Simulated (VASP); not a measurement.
A run of VASP 6.6.1 is set up as follows.

POSCAR

```
GaN
1.0
    3.1800000000      0.0000000000      0.0000000000
   -1.5900000000      2.7539607840      0.0000000000
    0.0000000000      0.0000000000      5.1660000000
Ga N
2 2
Direct
    0.3333333333      0.6666666667      0.0000000000
    0.6666666667      0.3333333333      0.5000000000
    0.3333333333      0.6666666667      0.3750000000
    0.6666666667      0.3333333333      0.8750000000
```

The input INCAR.step1:

```
  PREC = Accurate
  ENCUT = 600
  ISMEAR = -1
  SIGMA = 0.1
  LREAL = F
  LASPH = T
  NELM = 80
  GGA = PE
  ALGO = Normal
  EDIFF = 1E-4
  LWAVE = T
  LCHARG = F
```

Contents of INCAR.step2:

```
  PREC = Accurate
  ENCUT = 600
  EDIFF = 1E-6
  ISMEAR = -1
  SIGMA = 0.1
  LREAL = F
  LASPH = T
  NELM = 80
  ALGO = Normal
  ISIF = 3
  LWAVE = F
  LCHARG = F
  METAGGA = R2SCAN
  LMIXTAU = T
  IBRION = 2
  NSW = 100
  EDIFFG = -0.002
  ISTART = 1
```

The input KPOINTS:

```
Automatic mesh
0
Gamma
  16 16 8
```

Potentials or basis: VASP PAW PBE potentials, release 64 (Ga_d, N).

Run with:

```bash
$ cat potpaw_PBE.64/Ga_d/POTCAR potpaw_PBE.64/N/POTCAR > POTCAR
$ cp INCAR.step1 INCAR
$ mpirun -np 1 vasp_std > vasp.out
$ cp INCAR.step2 INCAR
$ mpirun -np 1 vasp_std > vasp.out
```

(1) Predict the space group after relaxing (to 0.1 Å).

(2) Predict the band gap on the k mesh.

(3) What does it give for the relaxed cell?

Answers

(1) P6_3mc (No. 186).

(2) 2.30 eV.

(3) a = 3.189 Å, b = 3.189 Å, c = 5.195 Å, α = 90.00°, β = 90.00°, γ = 120.00°.
